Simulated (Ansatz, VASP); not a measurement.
## Two plane-wave programs on Al

File INCAR:

```
SYSTEM = Al
  ALGO = Fast
  EDIFF = 1E-6
  ENCUT = 520
  GGA = CA
  ISIF = 2
  ISMEAR = 0
  LASPH = .TRUE.
  LCHARG = .TRUE.
  LELF = .TRUE.
  LREAL = .FALSE.
  LVHAR = .TRUE.
  LWAVE = .FALSE.
  NBANDS = 8
  NELM = 60
  PREC = Accurate
  SIGMA = 0.15
```

The input KPOINTS:

```
k-points
0
G
  22 22 22
  0 0 0
```

File POSCAR:

```
Al
1.0
   -1.4754820651      1.4754820651      1.7133297739
    1.4754820651     -1.4754820651      1.7133297739
    1.4754820651      1.4754820651     -1.7133297739
Al
1
Direct
    0.0000000000      0.0000000000      0.0000000000
```

Input for Ansatz:

```yaml
crystal:
  lattice:
    - [-1.4754820651, 1.4754820651, 1.7133297739]
    - [1.4754820651, -1.4754820651, 1.7133297739]
    - [1.4754820651, 1.4754820651, -1.7133297739]
  atoms:
    - { symbol: Al, position: [0.0, 0.0, 0.0] }
basis:
  ecutwfc: 420
kpoints:
  mp_grid: { grid: [22, 22, 22] }
hamiltonian:
  xc: lda
scf:
  occupations: { method: gaussian, width: 0.15 }
output:
  forces: true
  stress: true
  eigenvalues: true
```

Alike in both runs: task single point; functional LDA; k mesh 22 × 22 × 22; occupations gaussian, width 0.15 eV; no spin polarisation.

|  | VASP | Ansatz |
| --- | --- | --- |
| version | VASP 6.6.1 | Ansatz 0.2.0 |
| potentials or method | VASP PAW LDA potentials, release 64 (Al), cutoff 520 eV | scalar-relativistic, plane waves, PAW |
| valence electrons in the cell | 3 | 3 |

```csv
,VASP,Ansatz,Ansatz less VASP
gap on the k mesh at the Fermi level (eV),none,none,-
pressure (GPa),7.1,7.0,-0.12
"traceless stress, the component that is largest in VASP (GPa)",6.05,6.01,-0.037
```

LDA's correlation is that of Perdew and Zunger in VASP and of Perdew and Wang (1992) in Ansatz. A gap of «none» marks a metal or a gap that the smearing closes.
